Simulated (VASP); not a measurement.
# AlN (P6_3mc) in VASP: single point with PBEsol

Aim: the single point of AlN with PBEsol.

Program: VASP 6.6.1. These are calculated values, not measurements. Logs are shortened: lines on timing, memory, paths and dates and some standing lists are left out, and cuts for length are marked.

**The experiment to reproduce.**

From “Structural and optical properties of self-assembled AlN nanowires grown on SiO2/Si substrates by molecular beam epitaxy”, 2024, arxiv:2402.00216, for a bulk crystal of AlN at 0 K: band gap 6.0343 eV (an exciton energy, a little under the gap).

The runs below are set against these values where they give the same quantity.

### 1 The cell of the first run

Symmetry: P6_3mc, No. 186, hexagonal system. Conventional cell: a = 3.114 Å, b = 3.114 Å, c = 4.983 Å, α = 90.00°, β = 90.00°, γ = 120.00°. Al (site symmetry 3m) has 4 N at 1.89 to 1.90 Å within 2.5 Å. Within 2.5 Å of N (site symmetry 3m) lie 4 Al at 1.89 to 1.90 Å.

### 2 Single point, PBEsol

Input file INCAR:

```
  ALGO = Normal
  EDIFF = 1E-6
  ENCUT = 520
  GGA = PS
  ISIF = 2
  ISMEAR = 0
  LASPH = T
  LCHARG = F
  LREAL = F
  LWAVE = F
  NBANDS = 16
  NELM = 100
  PREC = Accurate
  SIGMA = 0.02
```

Input file KPOINTS:

```
k-points
0
Gamma
  18 18 10
```

Input file POSCAR:

```
AlN
1.0
    3.1137894334      0.0000000000      0.0000000000
   -1.5568947167      2.6966207513      0.0000000000
    0.0000000000      0.0000000000      4.9834287203
Al N
2 2
Direct
    0.3333333333      0.6666666667     -0.0009946946
    0.6666666667      0.3333333333      0.4990053054
    0.3333333333      0.6666666667      0.3809946946
    0.6666666667      0.3333333333      0.8809946946
```

Potentials or basis: VASP PAW PBE potentials, release 64 (Al, N).

Launch:

```bash
$ cat potpaw_PBE.64/Al/POTCAR potpaw_PBE.64/N/POTCAR > POTCAR
$ mpirun -np 1 vasp_std > vasp.out
```

OUTCAR:

```text
EDIFF = 1E-6
   ENCUT = 520
   GGA = PS
   ISIF = 2
   ISMEAR = 0
   LASPH = T
   LREAL = F
   NELM = 100
   PREC = Accurate

 ion  position               nearest neighbor table
   1  0.333  0.667  0.999-   4 1.89   4 1.89   4 1.89   3 1.90   2 3.07   2 3.07   2 3.07   2 3.07
                             2 3.07   2 3.07
   2  0.667  0.333  0.499-   3 1.89   3 1.89   3 1.89   4 1.90   1 3.07   1 3.07   1 3.07   1 3.07
                             1 3.07   1 3.07
   3  0.333  0.667  0.381-   2 1.89   2 1.89   2 1.89   1 1.90
   4  0.667  0.333  0.881-   1 1.89   1 1.89   1 1.89   2 1.90

  LATTYP: Found a hexagonal cell.
 ALAT       =     3.1137894334
 C/A-ratio  =     1.6004385739

  Lattice vectors:

 A1 = (   3.1137894334,   0.0000000000,   0.0000000000)
 A2 = (  -1.5568947167,   2.6966207513,   0.0000000000)
 A3 = (   0.0000000000,   0.0000000000,   4.9834287203)

Analysis of symmetry for initial positions (statically):
=====================================================================
 Subroutine PRICEL returns:
 Original cell was already a primitive cell.

 Routine SETGRP: Setting up the symmetry group for a
 hexagonal supercell.

 Subroutine GETGRP returns: Found 12 space group operations
 (whereof  6 operations were pure point group operations)
 out of a pool of 24 trial point group operations.

The static configuration has the point symmetry C_3v.
 The point group associated with its full space group is C_6v.

Analysis of symmetry for dynamics (positions and initial velocities):
=====================================================================
 Subroutine PRICEL returns:
 Original cell was already a primitive cell.

 Routine SETGRP: Setting up the symmetry group for a
 hexagonal supercell.

 Subroutine GETGRP returns: Found 12 space group operations
 (whereof  6 operations were pure point group operations)
 out of a pool of 24 trial point group operations.

The dynamic configuration has the point symmetry C_3v.
 The point group associated with its full space group is C_6v.

 Subroutine INISYM returns: Found 12 space group operations
 (whereof  6 operations are pure point group operations),
 and found     1 'primitive' translations

----------------------------------------------------------------------------------------

                                     Primitive cell

  volume of cell :      41.8444

  direct lattice vectors                    reciprocal lattice vectors
     3.113789433  0.000000000  0.000000000     0.321152095  0.185417249  0.000000000
    -1.556894717  2.696620751  0.000000000     0.000000000  0.370834497  0.000000000
     0.000000000  0.000000000  4.983428720     0.000000000  0.000000000  0.200665055

  length of vectors
     3.113789433  3.113789433  4.983428720     0.370834497  0.370834497  0.200665055

  position of ions in fractional coordinates (direct lattice)
     0.333333333  0.666666667  0.999005305
     0.666666667  0.333333333  0.499005305
     0.333333333  0.666666667  0.380994695
     0.666666667  0.333333333  0.880994695

  ion indices of the primitive-cell ions
   primitive index   ion index
                 1           1
                 2           2
                 3           3
                 4           4

----------------------------------------------------------------------------------------

 KPOINTS: k-points

Automatic generation of k-mesh.
 Grid dimensions read from file:
 generate k-points for:   18   18   10

 Generating k-lattice:

  Cartesian coordinates                     Fractional coordinates (reciprocal lattice)
     0.017841783  0.010300958  0.000000000     0.055555556 -0.000000000  0.000000000
     0.000000000  0.020601917  0.000000000     0.000000000  0.055555556  0.000000000
     0.000000000  0.000000000  0.020066506     0.000000000  0.000000000  0.100000000

  Length of vectors
     0.020601917  0.020601917  0.020066506

  Shift w.r.t. Gamma in fractional coordinates (k-lattice)
     0.000000000  0.000000000  0.000000000

 Subroutine IBZKPT returns following result:
 ===========================================

 Found    222 irreducible k-points:

 Following reciprocal coordinates:
            Coordinates               Weight
  0.000000  0.000000  0.000000      1.000000
  0.055556  0.000000  0.000000      6.000000
  0.111111  0.000000  0.000000      6.000000
  0.166667  0.000000  0.000000      6.000000
  0.222222  0.000000  0.000000      6.000000
  0.277778  0.000000  0.000000      6.000000
[... 16 lines left out ...]
  0.333333  0.111111  0.000000     12.000000
  0.388889  0.111111  0.000000     12.000000
 [... further k-points ...]
   k-points           NKPTS =    222   k-points in BZ     NKDIM =    222   number of bands    NBANDS=     16
   number of dos      NEDOS =    301   number of ions     NIONS =      4
   total plane-waves  NPLWV =  23040
   dimension x,y,z NGX =    24 NGY =   24 NGZ =   40
   dimension x,y,z NGXF=    48 NGYF=   48 NGZF=   80
   ions per type =               2   2
   NGX,Y,Z   is equivalent  to a cutoff of  12.81, 12.81, 13.34 a.u.
   NGXF,Y,Z  is equivalent  to a cutoff of  25.63, 25.63, 26.69 a.u.
 SYSTEM =  unknown system
   PREC   = accura    normal or accurate (medium, high low for compatibility)
   ISTART =      0    job   : 0-new  1-cont  2-samecut
   ICHARG =      2    charge: 1-file 2-atom 10-const
   ISPIN  =      1    spin polarized calculation?
   LNONCOLLINEAR =      F non collinear calculations
   LSORBIT =      F    spin-orbit coupling
   LASPH  =      T    aspherical Exc in radial PAW
   ENCUT  =  520.0 eV  38.22 Ry    6.18 a.u.   5.79  5.79  9.27*2*pi/ulx,y,z
   NELM   =    100;   NELMIN=  2; NELMDL= -5     # of ELM steps
   EDIFF  = 0.1E-05   stopping-criterion for ELM
   LREAL  =      F    real-space projection
   EDIFFG = 0.1E-04   stopping-criterion for IOM
   NSW    =      0    number of steps for IOM
   IBRION =     -1    ionic relax: 0-MD 1-quasi-New 2-CG
   NFREE  =      0    steps in history (QN), initial steepest desc. (CG)
   ISIF   =      2    stress and relaxation
   ISYM   =      2    0-nonsym 1-usesym 2-fastsym
   POTIM  = 0.5000    time-step for ionic-motion
   TEBEG  =    0.0;   TEEND  =   0.0 temperature during run
   PSTRESS=    0.0 pullay stress
   NELECT =      16.0000    total number of electrons
   NUPDOWN=      -1.0000    fix difference up-down
   EMIN   =  10.00;   EMAX   =-10.00  energy-range for DOS
   EFERMI =   0.00;   METHOD = LEGACY
   ISMEAR =     0;   SIGMA  =   0.02  broadening in eV -4-tet -1-fermi 0-gaus
   EFERMI_NEDOS =   21; number of points for ismear=-14 and -15
   IALGO  =     38    algorithm
   IMIX   =      4    mixing-type and parameters
     AMIX     =   0.40;   BMIX     =  1.00
     AMIX_MAG =   1.60;   BMIX_MAG =  1.00
  volume/ion in A,a.u.               =      10.46        70.59
  Fermi-wavevector in a.u.,A,eV,Ry     =   1.188235  2.245439 19.210101  1.411903
  Thomas-Fermi vector in A             =   2.324369
   LORBIT       =      0    0 simple, 1 ext, 2 COOP (PROOUT), +10 PAW based schemes
   GGA     = PS    functional components
   LHFCALC =     F    Hartree Fock is set to
   AEXX    =    0.0000 exact exchange contribution
   IVDW    =     0    specifies the selected vdW correction
   LEPSILON=     F    determine dielectric tensor
   LRPA    =     F    only Hartree local field effects (RPA)
 non-spin polarized calculation
 Gauss-broadening in eV      SIGMA  =   0.02
  energy-cutoff  :      520.00
  volume of cell :       41.84
 maximum number of plane-waves:      1152
 NGX is ok and might be reduce to    24
   NGX = 11   NGY = 11   NGZ = 19

 number of electron      15.9999997 magnetization

 Free energy of the ion-electron system (eV)
  ---------------------------------------------------
  ext. energy  EPLUGINS =         0.00000000
  ---------------------------------------------------
  free energy    TOTEN  =       -31.31242839 eV

  energy without entropy =      -31.31242839  energy(sigma->0) =      -31.31242839

 E-fermi :   6.1238     XC(G=0): -11.0994

 val. band max:        6.0507485812   @ k =   0.0000   0.0000   0.0000
 cond. band min:      10.1622223784   @ k =   0.0000   0.0000   0.0000
 fundamental gap:      4.1114737972
 Fermi energy:         6.1238166862

 k-point     1 :       0.0000    0.0000    0.0000
  band No.  band energies     occupation
      1      -9.1109      2.00000
      2      -6.9312      2.00000
      3       0.0008      2.00000
      4       5.1723      2.00000
      5       5.1723      2.00000
      6       5.8265      2.00000
[... 8 lines left out ...]
     15      19.0707      0.00000
     16      19.0707      0.00000

 k-point     2 :       0.0556    0.0000    0.0000
  band No.  band energies     occupation
      1      -9.0710      2.00000
      2      -6.9083      2.00000
      3       0.0480      2.00000
      4       4.9811      2.00000
      5       5.1175      2.00000
      6       5.6277      2.00000
[... 8 lines left out ...]
     15      19.1109      0.00000
     16      19.1217      0.00000

 k-point     3 :       0.1111    0.0000    0.0000
  band No.  band energies     occupation
      1      -8.9529      2.00000
      2      -6.8423      2.00000
      3       0.1885      2.00000
      4       4.4607      2.00000
      5       4.9727      2.00000
      6       5.1422      2.00000
[... 8 lines left out ...]
     15      18.9108      0.00000
     16      19.0837      0.00000

 k-point     4 :       0.1667    0.0000    0.0000
  band No.  band energies     occupation
      1      -8.7610      2.00000
      2      -6.7413      2.00000
      3       0.4190      2.00000
      4       3.7394      2.00000
      5       4.5295      2.00000
      6       4.7766      2.00000
[... 8 lines left out ...]
     15      18.2896      0.00000
     16      18.7117      0.00000
[... 324 lines left out ...]
 k-point    22 :       0.2778    0.1111    0.0000
  band No.  band energies     occupation
      1      -7.7643      2.00000
      2      -6.3786      2.00000
      3       1.5992      2.00000
      4       1.6936      2.00000
      5       2.5261      2.00000
      6       3.9330      2.00000
[... 8 lines left out ...]
     15      18.2399      0.00000
     16      20.4201      0.00000

 k-point    23 :       0.3333    0.1111    0.0000
  band No.  band energies     occupation
      1      -7.4354      2.00000
      2      -6.3480      2.00000
      3       1.0979      2.00000
      4       2.1355      2.00000
      5       2.2446      2.00000
      6       3.6757      2.00000
[... 8 lines left out ...]
     15      18.1876      0.00000
     16      20.7257      0.00000

 k-point    24 :       0.3889    0.1111    0.0000
  band No.  band energies     occupation
      1      -7.1618      2.00000
      2      -6.3754      2.00000
      3       0.7756      2.00000
      4       2.0161      2.00000
      5       2.5875      2.00000
      6       3.5144      2.00000
[... 8 lines left out ...]
     15      18.6230      0.00000
     16      20.9058      0.00000

 [... further k-points ...]
[... 5 lines left out ...]
  --------------------------------------------------------------------------------------
  -------------------------------------------------------------------------------------
  Total       -0.0029913     -0.0029913      0.0014331      0.0000000      0.0000000     -0.0000000
  in kB       -0.1145328     -0.1145328      0.0548723      0.0000000      0.0000000     -0.0000000
  external PRESSURE =      -0.0580644 kB  Pullay stress =       0.0000000 kB

 VOLUME and BASIS-vectors are now :
 -----------------------------------------------------------------------------
  energy-cutoff  :      520.00
  volume of cell :       41.84
      direct lattice vectors                 reciprocal lattice vectors
     3.113789433  0.000000000  0.000000000     0.321152095  0.185417249  0.000000000
    -1.556894717  2.696620751  0.000000000     0.000000000  0.370834497  0.000000000
     0.000000000  0.000000000  4.983428720     0.000000000  0.000000000  0.200665055

 POSITION                                       TOTAL-FORCE (eV/Angst)
 -----------------------------------------------------------------------------------
     -0.00000      1.79775      4.97847        -0.000000     -0.000000     -0.000354
      1.55689      0.89887      2.48676         0.000000     -0.000000     -0.000354
     -0.00000      1.79775      1.89866        -0.000000      0.000000      0.000354
      1.55689      0.89887      4.39037         0.000000     -0.000000      0.000354
 -----------------------------------------------------------------------------------
    total drift:                               -0.000000      0.000000      0.000487

  FREE ENERGIE OF THE ION-ELECTRON SYSTEM (eV)
  ---------------------------------------------------
  free  energy   TOTEN  =       -31.3124283877 eV

  energy  without entropy=      -31.3124283877  energy(sigma->0) =      -31.31242839
```

It took 56 s on 1 thread of Intel Xeon Platinum 8488C (Sapphire Rapids), shared host; peak memory 0.23 GiB.

What came out:

| Quantity | Value |
| --- | --- |
| Free energy | -31.3124 eV |
| Pressure | 0.0 GPa |
| Band gap on the k mesh | 4.11 eV, direct |

Caveat: the PAW data sets were made with another functional, which shifts forces and pressure a little.

### 3 Comparison with measurements

Step 2. A measured gap of AlN is 6.0343 eV (an exciton energy, a little under the gap; 0 K; quoted in “Structural and optical properties of self-assembled AlN nanowires grown on SiO2/Si substrates by molecular beam epitaxy”, 2024, arxiv:2402.00216); the calculated 4.11 eV misses it by -1.92 eV. 2 values of this kind are on record (6.034 to 6.0343 eV); this one was drawn at random. The value is that of PBEsol on a finite k mesh, which can miss the band edges, without temperature or zero-point motion. Semilocal functionals fall short of measured gaps as a rule.
